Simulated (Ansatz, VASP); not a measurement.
One calculation of AlCu, two programs

```xyz
2
Lattice="3.0754 0.0000 0.0000 0.0000 3.0754 0.0000 0.0000 0.0000 3.0754" Properties=species:S:1:pos:R:3 pbc="T T T"
Al    0.0000    0.0000    0.0000
Cu    1.5377    1.5377    1.5377
```

Alike in both runs: task single point; functional PBEsol; k mesh 8 × 8 × 8; occupations fermi-dirac, width 0.05 eV; no spin polarisation.

|  | VASP | Ansatz |
| --- | --- | --- |
| version | VASP 6.6.1 | Ansatz 0.2.0 |
| potentials or method | VASP PAW PBE potentials, release 64 (Al, Cu), cutoff 520 eV | plane waves, PAW |
| valence electrons in the cell | 14 | 22 |

```tsv
	VASP	Ansatz	Ansatz less VASP
pressure (GPa)	-11.3	-11.7	-0.37
```

VASP's potentials were made for PBE, not for PBEsol. The functional is the same, so the differences come from potentials, cutoffs and numerics. VASP's potentials hold 14 valence electrons a cell and Ansatz's 22, so a difference there can come from the potentials and not from the codes.
